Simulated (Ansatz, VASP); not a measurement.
SnO2: VASP beside Ansatz

INCAR

```
  ALGO = Normal
  EDIFF = 1E-7
  ENCUT = 520
  GGA = CA
  ISIF = 2
  ISMEAR = -1
  LASPH = True
  LCHARG = False
  LREAL = False
  LWAVE = False
  NBANDS = 35
  NELM = 100
  PREC = Accurate
  SIGMA = 0.03
```

The input KPOINTS:

```
k-points
0
Gamma
  4 4 6
```

The input POSCAR:

```
SnO2
1.0
    4.7687240931      0.0000000000      0.0000000000
    0.0000000000      4.7687240931      0.0000000000
    0.0000000000      0.0000000000      3.2075026017
Sn O
2 4
Direct
    0.0000000000      0.0000000000      0.0000000000
    0.5000000000      0.5000000000      0.5000000000
    0.3056200000      0.3056200000      0.0000000000
    0.1943800000      0.8056200000      0.5000000000
    0.6943800000      0.6943800000      0.0000000000
    0.8056200000      0.1943800000      0.5000000000
```

Input for Ansatz:

```yaml
crystal:
  lattice:
    - [4.7687240931, 0.0, 0.0]
    - [0.0, 4.7687240931, 0.0]
    - [0.0, 0.0, 3.2075026017]
  atoms:
    - { symbol: Sn, position: [0.0, 0.0, 0.0] }
    - { symbol: Sn, position: [0.5, 0.5, 0.5] }
    - { symbol: O, position: [0.30562, 0.30562, 0.0] }
    - { symbol: O, position: [0.19438, 0.80562, 0.5] }
    - { symbol: O, position: [0.69438, 0.69438, 0.0] }
    - { symbol: O, position: [0.80562, 0.19438, 0.5] }
kpoints:
  mp_grid: { grid: [4, 4, 6] }
  band_path:
    path:
      - [0.0, 0.0, 0.0]
      - [0.0, 0.5, 0.0]
      - [0.5, 0.5, 0.0]
      - [0.0, 0.0, 0.0]
      - [0.0, 0.0, 0.5]
      - [0.0, 0.5, 0.5]
      - [0.5, 0.5, 0.5]
      - [0.0, 0.0, 0.5]
      - [0.0, 0.5, 0.0]
    npoints: 5
scf:
  occupations: { method: fermi_dirac, width: 0.03 }
hamiltonian:
  xc: lda
  pseudopotentials: { kind: all_electron, lapw: { basis_error: 0.001 } }
output:
  forces: true
  stress: true
  eigenvalues: true
```

Change from the starting cell: volume scaled by 1.02.

Alike in both runs: task single point; functional LDA; k mesh 4 × 4 × 6; occupations fermi-dirac, width 0.03 eV; no spin polarisation.

|  | VASP | Ansatz |
| --- | --- | --- |
| version | VASP 6.6.1 | Ansatz 0.2.0 |
| potentials or method | VASP PAW LDA potentials, release 64 (Sn_d, O), cutoff 520 eV | all-electron LAPW, scalar-relativistic |

|  | VASP | Ansatz | Ansatz less VASP |
| --- | --- | --- | --- |
| pressure (GPa) | -4.0 | -4.9 | -0.86 |
| traceless stress, the component that is largest in VASP (GPa) | -0.10 | -0.36 | -0.262 |
| rms of the force components (eV/Å) | 0.054 | 0.064 | +0.0101 |

LDA's correlation is that of Perdew and Zunger in VASP and of Perdew and Wang (1992) in Ansatz. Atom by atom the forces differ by 0.010 eV/Å (rms over components). Ansatz ran all-electron here, and VASP with PAW potentials.
